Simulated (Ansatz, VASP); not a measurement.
## Two plane-wave programs on Ir

```
Ir
1.0
     0.00000    1.84030    1.98807
     1.84030    0.00000    1.98807
     1.84030    1.84030    0.00000
Ir
1
Direct
  0.00000 0.00000 0.00000
```

Alike in both runs: task single point; functional LDA; k mesh 22 × 22 × 22; occupations gaussian, width 0.15 eV; no spin polarisation.

|  | VASP | Ansatz |
| --- | --- | --- |
| version | VASP 6.6.1 | Ansatz 0.2.0 |
| potentials or method | VASP PAW LDA potentials, release 64 (Ir_sv_GW), cutoff 560 eV | scalar-relativistic, plane waves, PAW |
| valence electrons in the cell | 17 | 17 |

|  | VASP | Ansatz | Ansatz less VASP |
| --- | --- | --- | --- |
| gap on the k mesh at the Fermi level (eV) | none | none | - |
| pressure (GPa) | 13.3 | 13.6 | +0.30 |
| traceless stress, the component that is largest in VASP (GPa) | -22.48 | -22.51 | -0.037 |

LDA's correlation is that of Perdew and Zunger in VASP and of Perdew and Wang (1992) in Ansatz. A gap of «none» marks a metal or a gap that the smearing closes.

Neither program's run includes spin-orbit coupling.
